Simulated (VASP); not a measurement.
# C in VASP: a series of runs

The runs below take C through single point, with r2SCAN, PBE+D3(BJ).

Program: VASP 6.6.1. These are calculated values, not measurements. Logs are shortened: lines on timing, memory, paths and dates and some standing lists are left out, and cuts for length are marked.

## (1) The cell of the first run

The cell holds a slab with vacuum, 2 atoms: a = 2.466 Å, b = 2.466 Å, c = 26.000 Å, α = 90.00°, β = 90.00°, γ = 120.00°.

## (2) Single point, r2SCAN

POSCAR

```
C
1.0
    2.4657067203      0.0000000000      0.0000000000
   -1.2328533601      2.1353646581      0.0000000000
    0.0000000000      0.0000000000     26.0000000000
C
2
Direct
    0.0000000000      0.0000000000      0.5000000000
    0.6666666667      0.3333333333      0.5000000000
```

INCAR.step1

```
  PREC = Accurate
  ENCUT = 520
  ISMEAR = 0
  SIGMA = 0.1
  LREAL = False
  LASPH = True
  NELM = 100
  LDIPOL = True
  IDIPOL = 3
  DIPOL = 0.5 0.5 0.500
  NBANDS = 11
  GGA = PE
  ALGO = Normal
  EDIFF = 1E-4
  LWAVE = True
  LCHARG = False
```

INCAR.step2

```
  PREC = Accurate
  ENCUT = 520
  EDIFF = 1E-6
  ISMEAR = 0
  SIGMA = 0.1
  LREAL = False
  LASPH = True
  NELM = 100
  ALGO = Normal
  ISIF = 2
  LWAVE = False
  LCHARG = True
  LDIPOL = True
  IDIPOL = 3
  DIPOL = 0.5 0.5 0.500
  METAGGA = R2SCAN
  LMIXTAU = True
  LELF = True
  LVHAR = True
  LVACPOTAV = True
  NBANDS = 11
  ISTART = 1
```

KPOINTS

```
Automatic mesh
0
Gamma
  21 21 1
```

Potentials or basis: VASP PAW PBE potentials, release 64 (C).

Launch:

```
$ cat potpaw_PBE.64/C/POTCAR > POTCAR
$ cp INCAR.step1 INCAR
$ mpirun -np 1 vasp_std > vasp.out
$ cp INCAR.step2 INCAR
$ mpirun -np 1 vasp_std > vasp.out
```

OUTCAR:

```text
PREC = Accurate
   ENCUT = 520
   EDIFF = 1E-6
   ISMEAR = 0
   LREAL = False
   LASPH = True
   NELM = 100
   ISIF = 2
   METAGGA = R2SCAN
   ISTART = 1

 ion  position               nearest neighbor table
   1  0.000  0.000  0.500-   2 1.42   2 1.42   2 1.42
   2  0.667  0.333  0.500-   1 1.42   1 1.42   1 1.42

  LATTYP: Found a hexagonal cell.
 ALAT       =     2.4657067203
 C/A-ratio  =    10.5446441728

  Lattice vectors:

 A1 = (   2.4657067203,   0.0000000000,   0.0000000000)
 A2 = (  -1.2328533601,   2.1353646581,   0.0000000000)
 A3 = (   0.0000000000,   0.0000000000,  26.0000000000)

Analysis of symmetry for initial positions (statically):
=====================================================================
 Subroutine PRICEL returns:
 Original cell was already a primitive cell.

 Routine SETGRP: Setting up the symmetry group for a
 hexagonal supercell.

 Subroutine GETGRP returns: Found 24 space group operations
 (whereof 12 operations were pure point group operations)
 out of a pool of 24 trial point group operations.

The static configuration has the point symmetry D_3h.
 The point group associated with its full space group is D_6h.

Analysis of symmetry for dynamics (positions and initial velocities):
=====================================================================
 Subroutine PRICEL returns:
 Original cell was already a primitive cell.

 Routine SETGRP: Setting up the symmetry group for a
 hexagonal supercell.

 Subroutine GETGRP returns: Found 24 space group operations
 (whereof 12 operations were pure point group operations)
 out of a pool of 24 trial point group operations.

The dynamic configuration has the point symmetry D_3h.
 The point group associated with its full space group is D_6h.

 Subroutine INISYM returns: Found 24 space group operations
 (whereof 12 operations are pure point group operations),
 and found     1 'primitive' translations

----------------------------------------------------------------------------------------

                                     Primitive cell

  volume of cell :     136.8948

  direct lattice vectors                    reciprocal lattice vectors
     2.465706720  0.000000000  0.000000000     0.405563237  0.234152044  0.000000000
    -1.232853360  2.135364658  0.000000000     0.000000000  0.468304089  0.000000000
     0.000000000  0.000000000 26.000000000     0.000000000  0.000000000  0.038461538
[... 96 lines left out ...]
   NUPDOWN=      -1.0000    fix difference up-down
   EMIN   =  10.00;   EMAX   =-10.00  energy-range for DOS
   EFERMI =   0.00;   METHOD = LEGACY
   ISMEAR =     0;   SIGMA  =   0.10  broadening in eV -4-tet -1-fermi 0-gaus
   EFERMI_NEDOS =   21; number of points for ismear=-14 and -15
   IALGO  =     38    algorithm
   IMIX   =      4    mixing-type and parameters
     AMIX     =   0.40;   BMIX     =  1.00
     AMIX_MAG =   1.60;   BMIX_MAG =  1.00
  volume/ion in A,a.u.               =      68.45       461.91
  Fermi-wavevector in a.u.,A,eV,Ry     =   0.635296  1.200535  5.491319  0.403601
  Thomas-Fermi vector in A             =   1.699581
   LORBIT       =      0    0 simple, 1 ext, 2 COOP (PROOUT), +10 PAW based schemes
   METAGGA = R2SCAN    functional components
   LHFCALC =     F    Hartree Fock is set to
   AEXX    =    0.0000 exact exchange contribution
   IVDW    =     0    specifies the selected vdW correction
   LEPSILON=     F    determine dielectric tensor
   LRPA    =     F    only Hartree local field effects (RPA)
 non-spin polarized calculation
 Gauss-broadening in eV      SIGMA  =   0.10
  energy-cutoff  :      520.00
  volume of cell :      136.89
 maximum number of plane-waves:      3740
   NGX =  9   NGY =  9   NGZ = 97

 number of electron       7.9999997 magnetization

 dipolmoment           0.000000      0.000000     -0.000000 electrons x Angstroem

 Free energy of the ion-electron system (eV)
  ---------------------------------------------------
  ext. energy  EPLUGINS =         0.00000000
  ---------------------------------------------------
  free energy    TOTEN  =       -19.84126682 eV

  energy without entropy =      -19.84075508  energy(sigma->0) =      -19.84101095

 E-fermi :  -3.1432     XC(G=0):  -1.6703

 val. band max:       -3.1432362798   @ k =   0.3333   0.3333   0.0000
 cond. band min:      -3.1432361019   @ k =   0.3333   0.3333   0.0000
 fundamental gap:      0.0000001779
 Fermi energy:        -3.1432361900

 k-point     1 :       0.0000    0.0000    0.0000
  band No.  band energies     occupation
      1     -23.9132      2.00000
      2     -11.2065      2.00000
      3      -6.3826      2.00000
      4      -6.3826      2.00000
      5       0.5270      0.00000
      6       1.2006      0.00000
      7       1.2383      0.00000
      8       1.8090      0.00000
      9       2.0364      0.00000
     10       3.0103      0.00000
     11       3.3687      0.00000
[... 309 lines left out ...]
 k-point    24 :       0.1905    0.0952    0.0000
  band No.  band energies     occupation
      1     -22.3411      2.00000
      2     -10.8133      2.00000
      3      -9.3542      2.00000
      4      -9.0061      2.00000
      5       2.5881      0.00000
      6       3.2750      0.00000
      7       3.3297      0.00000
      8       3.8821      0.00000
      9       4.1206      0.00000
     10       4.6701      0.00000
     11       5.0895      0.00000

 [... further k-points ...]

------------------------ aborting loop because EDIFF is reached ----------------------------------------

 vacuum level on the upper side and lower side of the slab       (xc-potential included)        -0.061        -0.061

  FORCE on cell =-STRESS in cart. coord.  units (eV):
  Direction    XX          YY          ZZ          XY          YZ          ZX
  --------------------------------------------------------------------------------------
  -------------------------------------------------------------------------------------
  Total       -0.4446714     -0.4446714     -0.0112073     -0.0000000     -0.0000000      0.0000000
  in kB       -5.2043075     -5.2043075     -0.1311674     -0.0000000     -0.0000000      0.0000000
  external PRESSURE =      -3.5132608 kB  Pullay stress =       0.0000000 kB

 VOLUME and BASIS-vectors are now :
 -----------------------------------------------------------------------------
  energy-cutoff  :      520.00
  volume of cell :      136.89
      direct lattice vectors                 reciprocal lattice vectors
     2.465706720  0.000000000  0.000000000     0.405563237  0.234152044  0.000000000
    -1.232853360  2.135364658  0.000000000     0.000000000  0.468304089  0.000000000
     0.000000000  0.000000000 26.000000000     0.000000000  0.000000000  0.038461538

 POSITION                                       TOTAL-FORCE (eV/Angst)
 -----------------------------------------------------------------------------------
      0.00000      0.00000     13.00000         0.000000      0.000000      0.000000
      1.23285      0.71179     13.00000        -0.000000      0.000000      0.000000
 -----------------------------------------------------------------------------------
    total drift:                               -0.000000      0.000000      0.000000

  FREE ENERGIE OF THE ION-ELECTRON SYSTEM (eV)
  ---------------------------------------------------
  free  energy   TOTEN  =       -19.8412668206 eV

  energy  without entropy=      -19.8407550840  energy(sigma->0) =      -19.84101095

 vacuum level on the upper side and lower side of the slab         1.159         1.159
```

OUTCAR.step1:

```text
PREC = Accurate
   ENCUT = 520
   ISMEAR = 0
   LREAL = False
   LASPH = True
   NELM = 100
   GGA = PE
   EDIFF = 1E-4

 ion  position               nearest neighbor table
[... 560 lines left out ...]
      1.23285      0.71179     13.00000         0.000000      0.000000      0.000000
 -----------------------------------------------------------------------------------
    total drift:                               -0.000000      0.000000      0.000000

  FREE ENERGIE OF THE ION-ELECTRON SYSTEM (eV)
  ---------------------------------------------------
  free  energy   TOTEN  =       -18.4509912784 eV

  energy  without entropy=      -18.4504795418  energy(sigma->0) =      -18.45073541

 vacuum level on the upper side and lower side of the slab         1.143         1.143
```

Run time: 4.7 min. Hardware: 1 thread of AMD EPYC 7R43 (Zen 3), shared host; peak memory 0.23 GiB.

What came out:

```
Free energy                     : -19.8413 eV
Band gap on the k mesh          : zero (filled and empty bands touch)
Work function of the upper face : 4.30 eV
Work function of the lower face : 4.30 eV
```

Caveat: the PAW data sets were made with another functional, which shifts forces and pressure a little.

## (3) Single point, r2SCAN

POSCAR is that of step 2.

INCAR.step1

```
SYSTEM = C
ALGO     = Normal         ! electronic algorithm
DIPOL    = 0.5 0.5 0.500
EDIFF    = 1E-4           ! SCF threshold, eV
ENCUT    = 520            ! plane-wave cutoff, eV
GGA      = PE             ! functional
IDIPOL   = 3            
ISMEAR   = 0              ! smearing method
LASPH    = .TRUE.         ! aspherical terms in the spheres
LCHARG   = .FALSE.        ! write CHGCAR
LDIPOL   = .TRUE.       
LREAL    = .FALSE.        ! projectors in reciprocal space
LWAVE    = .TRUE.         ! write WAVECAR
NBANDS   = 11             ! bands
NELM     = 60             ! most SCF steps
PREC     = Accurate       ! precision mode
SIGMA    = 0.1            ! smearing width, eV
```

INCAR.step2

```
SYSTEM = C
ALGO     = Normal         ! electronic algorithm
DIPOL    = 0.5 0.5 0.500
EDIFF    = 1E-7           ! SCF threshold, eV
ENCUT    = 520            ! plane-wave cutoff, eV
IDIPOL   = 3            
ISIF     = 2              ! what is computed and relaxed
ISMEAR   = 0              ! smearing method
ISTART   = 1            
LASPH    = .TRUE.         ! aspherical terms in the spheres
LCHARG   = .TRUE.         ! write CHGCAR
LDIPOL   = .TRUE.       
LELF     = .TRUE.         ! ELF
LMIXTAU  = .TRUE.       
LREAL    = .FALSE.        ! projectors in reciprocal space
LVACPOTAV= .TRUE.       
LVHAR    = .TRUE.       
LWAVE    = .FALSE.        ! write WAVECAR
METAGGA  = R2SCAN         ! meta-GGA
NBANDS   = 11             ! bands
NELM     = 60             ! most SCF steps
PREC     = Accurate       ! precision mode
SIGMA    = 0.1            ! smearing width, eV
```

KPOINTS

```
k-points
0
G
  21 21 1
  0 0 0
```

Potentials or basis: VASP PAW PBE potentials, release 64 (C).

Launch:

```
$ cat potpaw_PBE.64/C/POTCAR > POTCAR
$ cp INCAR.step1 INCAR
$ mpirun -np 1 vasp_std > vasp.out
$ cp INCAR.step2 INCAR
$ mpirun -np 1 vasp_std > vasp.out
```

Wall time 7.5 min (1 thread of AMD EPYC 7R43 (Zen 3), shared host); peak memory 0.23 GiB.

It converged, with:

* Free energy: -19.8413 eV
* Band gap on the k mesh: zero (filled and empty bands touch)
* Work function of the upper face: 4.30 eV
* Work function of the lower face: 4.30 eV

Levels at points of the mesh, in eV from the Fermi level:
```
           k point  band 1  band 2  band 3  band 4  band 5  band 6  band 7  band 8
(0.00, 0.00, 0.00)  -20.77   -8.06   -3.24   -3.24    3.67    4.34    4.41    4.97
```

Caveat: the PAW data sets were made with another functional, which shifts forces and pressure a little.

## (4) Single point, PBE+D3(BJ)

INCAR

```
SYSTEM = C
PREC = Accurate ; ENCUT = 520
EDIFF = 1E-6 ; ISMEAR = 0
SIGMA = 0.1 ; LREAL = .False.
LASPH = .True. ; NELM = 60
ALGO = Normal ; ISIF = 2
LWAVE = .False. ; LCHARG = .False.
LDIPOL = .True. ; IDIPOL = 3
DIPOL = 0.5 0.5 0.500 ; GGA = PE
IVDW = 12 ; NBANDS = 11
```

KPOINTS

```
regular mesh
0
Gamma
  9 9 1
  0 0 0
```

POSCAR

```
C
1.0
    2.4649740435      0.0000000000      0.0000000000
   -1.2324870217      2.1347301413      0.0000000000
    0.0000000000      0.0000000000     26.0000000000
C
2
Direct
    0.0000000000      0.0000000000      0.5000000000
    0.6666666667      0.3333333333      0.5000000000
```

Launch:

```
$ cat potpaw_PBE.64/C/POTCAR > POTCAR
$ mpirun -np 1 vasp_std > vasp.out
```

It took 16 s on 1 thread of Intel Xeon 6975P-C (Granite Rapids), shared host; peak memory 0.23 GiB.

The run converged. Its results:

- Free energy: -18.6145 eV
- Band gap on the k mesh: zero (filled and empty bands touch)
- Dispersion energy per atom: -0.089 eV

Levels at points of the mesh, in eV from the Fermi level:
| k point | band 1 | band 2 | band 3 | band 4 | band 5 | band 6 | band 7 | band 8 | band 9 |
| --- | --- | --- | --- | --- | --- | --- | --- | --- | --- |
| (0.00, 0.00, 0.00) | -19.53 | -7.63 | -3.05 | -3.05 | 3.26 | 4.03 | 4.30 | 4.76 | 5.05 |

(Part 1 of 2 ends here.)
